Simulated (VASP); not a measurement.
A run of VASP 6.6.1 is set up as follows.

File INCAR:

```
SYSTEM = CdF2
PREC = Accurate
ENCUT = 520
EDIFF = 1E-7
ISMEAR = -4
SIGMA = 0.1
LREAL = .False.
LASPH = .True.
NELM = 60
ALGO = Normal
ISIF = 2
LWAVE = .False.
LCHARG = .False.
GGA = PE
NBANDS = 20
```

File KPOINTS:

```
regular mesh
0
Gamma
  8 8 8
  0 0 0
```

Contents of POSCAR:

```
CdF2
1.0
    0.0000000000      2.6940000000      2.6940000000
    2.6940000000      0.0000000000      2.6940000000
    2.6940000000      2.6940000000      0.0000000000
Cd F
1 2
Direct
    0.0000000000      0.0000000000      0.0000000000
    0.2500000000      0.2500000000      0.2500000000
    0.7500000000      0.7500000000      0.7500000000
```

Potentials or basis: VASP PAW PBE potentials, release 64 (Cd, F).

Launch:

```sh
$ cat potpaw_PBE.64/Cd/POTCAR potpaw_PBE.64/F/POTCAR > POTCAR
$ mpirun -np 1 vasp_std > vasp.out
```

**Question.** What does it give for the pressure?

**Answer.** 6.2 GPa.

**Question.** What does it give for the band gap on the k mesh?

**Answer.** 3.07 eV, indirect (least direct gap 3.57 eV).

A k mesh can miss the band edges.
